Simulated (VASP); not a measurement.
A run of VASP 6.6.1:

The input POSCAR:

```
Al2Cu
1.0
    4.0880282815      0.0000000000      0.0000000000
    0.0000000000      4.0880282815      0.0000000000
    0.0000000000      0.0000000000      2.8940952748
Al Cu
2 1
Direct
    0.5000000000      0.0000000000      0.5000000000
    0.0000000000      0.5000000000      0.5000000000
    0.0000000000      0.0000000000      0.0000000000
```

Contents of INCAR.step1:

```
SYSTEM = Al2Cu
ALGO = Normal ; EDIFF = 1E-4
ENCUT = 520 ; GGA = PE
ISMEAR = 0 ; LASPH = .TRUE.
LCHARG = .FALSE. ; LREAL = .FALSE.
LWAVE = .TRUE. ; NBANDS = 16
NELM = 100 ; PREC = Accurate
SIGMA = 0.15
```

Contents of INCAR.step2:

```
SYSTEM = Al2Cu
ALGO = Normal ; EDIFF = 1E-7
ENCUT = 520 ; ISIF = 2
ISMEAR = 0 ; ISTART = 1
LASPH = .TRUE. ; LCHARG = .TRUE.
LELF = .TRUE. ; LMIXTAU = .TRUE.
LREAL = .FALSE. ; LVHAR = .TRUE.
LWAVE = .FALSE. ; METAGGA = R2SCAN
NBANDS = 16 ; NELM = 100
PREC = Accurate ; SIGMA = 0.15
```

Contents of KPOINTS:

```
k-points
0
G
  12 12 16
  0 0 0
```

Potentials or basis: VASP PAW PBE potentials, release 64 (Al, Cu).

Launch:

```bash
$ cat potpaw_PBE.64/Al/POTCAR potpaw_PBE.64/Cu/POTCAR > POTCAR
$ cp INCAR.step1 INCAR
$ mpirun -np 1 vasp_std > vasp.out
$ cp INCAR.step2 INCAR
$ mpirun -np 1 vasp_std > vasp.out
```

Hardware: 1 thread of Intel Xeon 8259CL, on a shared host.

Estimate the wall time of this run.

It took 17 min on 1 thread of Intel Xeon 8259CL (shared host), peak memory 0.31 GiB. Counts: k points 252.
